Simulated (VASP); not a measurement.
# Cu (I4/mmm) in VASP: single point with PBEsol

Aim: the single point of Cu with PBEsol.

All numbers are computed with VASP 6.6.1; they aren't measurements. Logs are shortened: lines on timing, memory, paths and dates and some standing lists are left out, and cuts for length are marked.

**1. The cell of the first run**

Symmetry: I4/mmm, No. 139, tetragonal system. The conventional cell has a = 2.891 Å, b = 2.891 Å, c = 2.719 Å, α = 90.00°, β = 90.00°, γ = 90.00°. Within 3.2 Å of Cu (site symmetry 4/mmm) lie 14 Cu at 2.45 to 2.89 Å.

**2. Single point, PBEsol**

Contents of INCAR:

```
SYSTEM = Cu
ALGO = Normal
EDIFF = 1E-6
ENCUT = 600
GGA = PS
GGA_COMPAT = .FALSE.
ISIF = 2
ISMEAR = 0
LASPH = .TRUE.
LCHARG = .FALSE.
LREAL = .FALSE.
LWAVE = .FALSE.
NBANDS = 12
NELM = 120
PREC = Accurate
SIGMA = 0.1
```

Contents of KPOINTS:

```
k-points
0
G
  8 8 8
  0 0 0
```

Contents of POSCAR:

```
Cu
1.0
   -1.4452529002      1.4452529002      1.3594310780
    1.4452529002     -1.4452529002      1.3594310780
    1.4452529002      1.4452529002     -1.3594310780
Cu
1
Direct
    0.0000000000      0.0000000000      0.0000000000
```

Potentials or basis: VASP PAW PBE potentials, release 64 (Cu).

Run with:

```console
$ cat potpaw_PBE.64/Cu/POTCAR > POTCAR
$ mpirun -np 1 vasp_std > vasp.out
```

OUTCAR:

```text
SYSTEM = Cu
   EDIFF = 1E-6
   ENCUT = 600
   GGA = PS
   ISIF = 2
   ISMEAR = 0
   LASPH = .TRUE.
   LREAL = .FALSE.
   NELM = 120
   PREC = Accurate

 ion  position               nearest neighbor table
   1  0.000  0.000  0.000-

  LATTYP: Found a body centered tetragonal cell.
 ALAT       =     2.8905058004
 C/A-ratio  =     0.9406181284

  Lattice vectors:

 A1 = (  -1.4452529002,   1.4452529002,   1.3594310780)
 A2 = (   1.4452529002,  -1.4452529002,   1.3594310780)
 A3 = (   1.4452529002,   1.4452529002,  -1.3594310780)

Analysis of symmetry for initial positions (statically):
=====================================================================
 Subroutine PRICEL returns:
 Original cell was already a primitive cell.

 Routine SETGRP: Setting up the symmetry group for a
 body centered tetragonal supercell.

 Subroutine GETGRP returns: Found 16 space group operations
 (whereof 16 operations were pure point group operations)
 out of a pool of 16 trial point group operations.

The static configuration has the point symmetry D_4h.

Analysis of symmetry for dynamics (positions and initial velocities):
=====================================================================
 Subroutine PRICEL returns:
 Original cell was already a primitive cell.

 Routine SETGRP: Setting up the symmetry group for a
 body centered tetragonal supercell.

 Subroutine GETGRP returns: Found 16 space group operations
 (whereof 16 operations were pure point group operations)
 out of a pool of 16 trial point group operations.

The dynamic configuration has the point symmetry D_4h.

 Subroutine INISYM returns: Found 16 space group operations
 (whereof 16 operations are pure point group operations),
 and found     1 'primitive' translations

----------------------------------------------------------------------------------------

                                     Primitive cell

  volume of cell :      11.3581

  direct lattice vectors                    reciprocal lattice vectors
    -1.445252900  1.445252900  1.359431078     0.000000000  0.345960212  0.367800919
     1.445252900 -1.445252900  1.359431078     0.345960212  0.000000000  0.367800919
     1.445252900  1.445252900 -1.359431078     0.345960212  0.345960212  0.000000000

  length of vectors
     2.454702578  2.454702578  2.454702578     0.504941565  0.504941565  0.489261624

  position of ions in fractional coordinates (direct lattice)
     0.000000000  0.000000000  0.000000000

  ion indices of the primitive-cell ions
   primitive index   ion index
                 1           1

----------------------------------------------------------------------------------------

 KPOINTS: k-points

Automatic generation of k-mesh.
 Grid dimensions read from file:
 generate k-points for:    8    8    8

 Generating k-lattice:

  Cartesian coordinates                     Fractional coordinates (reciprocal lattice)
     0.000000000  0.043245027  0.045975115     0.125000000 -0.000000000  0.000000000
     0.043245027  0.000000000  0.045975115    -0.000000000  0.125000000  0.000000000
     0.043245027  0.043245027  0.000000000     0.000000000  0.000000000  0.125000000

  Length of vectors
     0.063117696  0.063117696  0.061157703

  Shift w.r.t. Gamma in fractional coordinates (k-lattice)
     0.000000000  0.000000000  0.000000000

 Subroutine IBZKPT returns following result:
 ===========================================

 Found     59 irreducible k-points:

 Following reciprocal coordinates:
            Coordinates               Weight
  0.000000  0.000000  0.000000      1.000000
  0.125000  0.000000  0.000000      8.000000
  0.250000  0.000000  0.000000      8.000000
  0.375000  0.000000  0.000000      8.000000
  0.500000  0.000000  0.000000      4.000000
  0.125000  0.125000  0.000000      8.000000
[... 16 lines left out ...]
  0.250000  0.125000  0.125000     16.000000
  0.375000  0.125000  0.125000      8.000000
 [... further k-points ...]
   k-points           NKPTS =     59   k-points in BZ     NKDIM =     59   number of bands    NBANDS=     12
   number of dos      NEDOS =    301   number of ions     NIONS =      1
   total plane-waves  NPLWV =   8000
   dimension x,y,z NGX =    20 NGY =   20 NGZ =   20
   dimension x,y,z NGXF=    40 NGYF=   40 NGZF=   40
   ions per type =               1
   NGX,Y,Z   is equivalent  to a cutoff of  13.55, 13.55, 13.55 a.u.
   NGXF,Y,Z  is equivalent  to a cutoff of  27.09, 27.09, 27.09 a.u.
 SYSTEM =  Cu
   PREC   = accura    normal or accurate (medium, high low for compatibility)
   ISTART =      0    job   : 0-new  1-cont  2-samecut
   ICHARG =      2    charge: 1-file 2-atom 10-const
   ISPIN  =      1    spin polarized calculation?
   LNONCOLLINEAR =      F non collinear calculations
   LSORBIT =      F    spin-orbit coupling
   LASPH  =      T    aspherical Exc in radial PAW
   ENCUT  =  600.0 eV  44.10 Ry    6.64 a.u.   4.90  4.90  4.90*2*pi/ulx,y,z
   NELM   =    120;   NELMIN=  2; NELMDL= -5     # of ELM steps
   EDIFF  = 0.1E-05   stopping-criterion for ELM
   LREAL  =      F    real-space projection
   EDIFFG = 0.1E-04   stopping-criterion for IOM
   NSW    =      0    number of steps for IOM
   IBRION =     -1    ionic relax: 0-MD 1-quasi-New 2-CG
   NFREE  =      0    steps in history (QN), initial steepest desc. (CG)
   ISIF   =      2    stress and relaxation
   ISYM   =      2    0-nonsym 1-usesym 2-fastsym
   POTIM  = 0.5000    time-step for ionic-motion
   TEBEG  =    0.0;   TEEND  =   0.0 temperature during run
   PSTRESS=    0.0 pullay stress
   NELECT =      11.0000    total number of electrons
   NUPDOWN=      -1.0000    fix difference up-down
   EMIN   =  10.00;   EMAX   =-10.00  energy-range for DOS
   EFERMI =   0.00;   METHOD = LEGACY
   ISMEAR =     0;   SIGMA  =   0.10  broadening in eV -4-tet -1-fermi 0-gaus
   EFERMI_NEDOS =   21; number of points for ismear=-14 and -15
   IALGO  =     38    algorithm
   IMIX   =      4    mixing-type and parameters
     AMIX     =   0.40;   BMIX     =  1.00
     AMIX_MAG =   1.60;   BMIX_MAG =  1.00
  volume/ion in A,a.u.               =      11.36        76.65
  Fermi-wavevector in a.u.,A,eV,Ry     =   1.619711  3.060809 35.694374  2.623463
  Thomas-Fermi vector in A             =   2.713767
   LORBIT       =      0    0 simple, 1 ext, 2 COOP (PROOUT), +10 PAW based schemes
   GGA     = PS    functional components
   LHFCALC =     F    Hartree Fock is set to
   AEXX    =    0.0000 exact exchange contribution
   IVDW    =     0    specifies the selected vdW correction
   LEPSILON=     F    determine dielectric tensor
   LRPA    =     F    only Hartree local field effects (RPA)
 non-spin polarized calculation
 Gauss-broadening in eV      SIGMA  =   0.10
  energy-cutoff  :      600.00
  volume of cell :       11.36
 maximum number of plane-waves:       390
   NGX =  9   NGY =  9   NGZ =  9

 number of electron      11.0000006 magnetization

 Free energy of the ion-electron system (eV)
  ---------------------------------------------------
  ext. energy  EPLUGINS =         0.00000000
  ---------------------------------------------------
  free energy    TOTEN  =        -4.23414356 eV

  energy without entropy =       -4.22917085  energy(sigma->0) =       -4.23165721

 E-fermi :   7.9721     XC(G=0): -13.1397

 val. band max:        7.9551816999   @ k =   0.5000   0.1250   0.0000
 cond. band min:       8.0358880953   @ k =  -0.3750   0.3750   0.2500
 fundamental gap:      0.0807063955
 Fermi energy:         7.9721247039

 k-point     1 :       0.0000    0.0000    0.0000
  band No.  band energies     occupation
      1      -1.7933      2.00000
      2       4.4888      2.00000
      3       4.7556      2.00000
      4       4.7556      2.00000
      5       5.5812      2.00000
      6       5.8499      2.00000
      7      32.6473      0.00000
      8      32.6473      0.00000
      9      34.3272      0.00000
     10      36.8080      0.00000
     11      36.9720      0.00000
     12      36.9923      0.00000

 k-point     2 :       0.1250    0.0000    0.0000
  band No.  band energies     occupation
      1      -1.1667      2.00000
      2       4.4659      2.00000
      3       4.7251      2.00000
      4       4.8946      2.00000
      5       5.5930      2.00000
      6       5.7739      2.00000
      7      29.0091      0.00000
      8      31.1613      0.00000
      9      31.3218      0.00000
     10      33.1665      0.00000
     11      34.5386      0.00000
     12      36.3399      0.00000

 k-point     3 :       0.2500    0.0000    0.0000
  band No.  band energies     occupation
      1       0.5531      2.00000
      2       4.1990      2.00000
      3       4.6291      2.00000
      4       5.4921      2.00000
      5       5.6398      2.00000
      6       5.7576      2.00000
      7      22.2160      0.00000
      8      28.0567      0.00000
      9      28.7352      0.00000
     10      30.5388      0.00000
     11      33.0534      0.00000
     12      38.2905      0.00000

 k-point     4 :       0.3750    0.0000    0.0000
  band No.  band energies     occupation
      1       2.2939      2.00000
      2       3.9158      2.00000
      3       5.4118      2.00000
      4       5.7176      2.00000
      5       5.9010      2.00000
      6       6.1916      2.00000
      7      16.1357      0.00000
      8      25.9323      0.00000
      9      26.2528      0.00000
     10      29.5292      0.00000
     11      32.4755      0.00000
     12      40.9870      0.00000

 k-point     5 :       0.5000    0.0000    0.0000
  band No.  band energies     occupation
      1       2.6365      2.00000
      2       3.7999      2.00000
      3       5.6970      2.00000
      4       5.9714      2.00000
      5       6.5111      2.00000
      6       7.3423      2.00000
      7      12.6805      0.00000
      8      25.1815      0.00000
      9      25.3044      0.00000
     10      29.2328      0.00000
     11      32.3571      0.00000
     12      42.1579      0.00000
[... 228 lines left out ...]
      1       2.5810      2.00000
      2       4.1202      2.00000
      3       5.4994      2.00000
      4       5.7755      2.00000
      5       6.4835      2.00000
      6       6.8598      2.00000
      7      11.9943      0.00000
      8      26.8077      0.00000
      9      27.1692      0.00000
     10      30.7515      0.00000
     11      33.7786      0.00000
     12      40.7198      0.00000

 k-point    22 :       0.1250    0.1250    0.1250
  band No.  band energies     occupation
      1       1.5294      2.00000
      2       4.0651      2.00000
      3       4.2239      2.00000
      4       5.6766      2.00000
      5       5.7415      2.00000
      6       6.3176      2.00000
      7      21.8848      0.00000
      8      22.8380      0.00000
      9      23.6304      0.00000
     10      36.5020      0.00000
     11      39.1980      0.00000
     12      39.8334      0.00000

 k-point    23 :       0.2500    0.1250    0.1250
  band No.  band energies     occupation
      1       3.0600      2.00000
      2       3.8612      2.00000
      3       4.3107      2.00000
      4       5.7460      2.00000
      5       5.8809      2.00000
      6       7.9131      1.59604
      7      16.9886      0.00000
      8      20.3933      0.00000
      9      21.1170      0.00000
     10      36.4237      0.00000
     11      39.3439      0.00000
     12      42.2290      0.00000

 k-point    24 :       0.3750    0.1250    0.1250
  band No.  band energies     occupation
      1       3.2236      2.00000
      2       3.7672      2.00000
      3       4.8884      2.00000
      4       5.7576      2.00000
      5       5.9637      2.00000
      6      10.1298      0.00000
      7      13.0940      0.00000
      8      19.9537      0.00000
      9      20.2501      0.00000
     10      36.0558      0.00000
     11      39.1716      0.00000
     12      43.4999      0.00000

 [... further k-points ...]

------------------------ aborting loop because EDIFF is reached ----------------------------------------

  FORCE on cell =-STRESS in cart. coord.  units (eV):
  Direction    XX          YY          ZZ          XY          YZ          ZX
  --------------------------------------------------------------------------------------
  -------------------------------------------------------------------------------------
  Total        0.0648783      0.0648783      0.1060832      0.0000000     -0.0000000      0.0000000
  in kB        9.1517781      9.1517781     14.9641520      0.0000000     -0.0000000      0.0000000
  external PRESSURE =      11.0892361 kB  Pullay stress =       0.0000000 kB

 VOLUME and BASIS-vectors are now :
 -----------------------------------------------------------------------------
  energy-cutoff  :      600.00
  volume of cell :       11.36
      direct lattice vectors                 reciprocal lattice vectors
    -1.445252900  1.445252900  1.359431078     0.000000000  0.345960212  0.367800919
     1.445252900 -1.445252900  1.359431078     0.345960212  0.000000000  0.367800919
     1.445252900  1.445252900 -1.359431078     0.345960212  0.345960212  0.000000000

 POSITION                                       TOTAL-FORCE (eV/Angst)
 -----------------------------------------------------------------------------------
      0.00000      0.00000      0.00000         0.000000      0.000000      0.000000
 -----------------------------------------------------------------------------------
    total drift:                                0.000000     -0.000000      0.000000

  FREE ENERGIE OF THE ION-ELECTRON SYSTEM (eV)
  ---------------------------------------------------
  free  energy   TOTEN  =        -4.2341435607 eV

  energy  without entropy=       -4.2291708519  energy(sigma->0) =       -4.23165721
```

It took 16 s on 1 thread of AMD EPYC 7R43 (Zen 3), shared host; peak memory 0.09 GiB.

What came out:

```yaml
Free_energy: -4.2341 eV
Pressure: 1.1 GPa
```

Caveat: the k points lie up to 0.40 Å⁻¹ apart; the PAW data sets were made with another functional, which shifts forces and pressure a little.
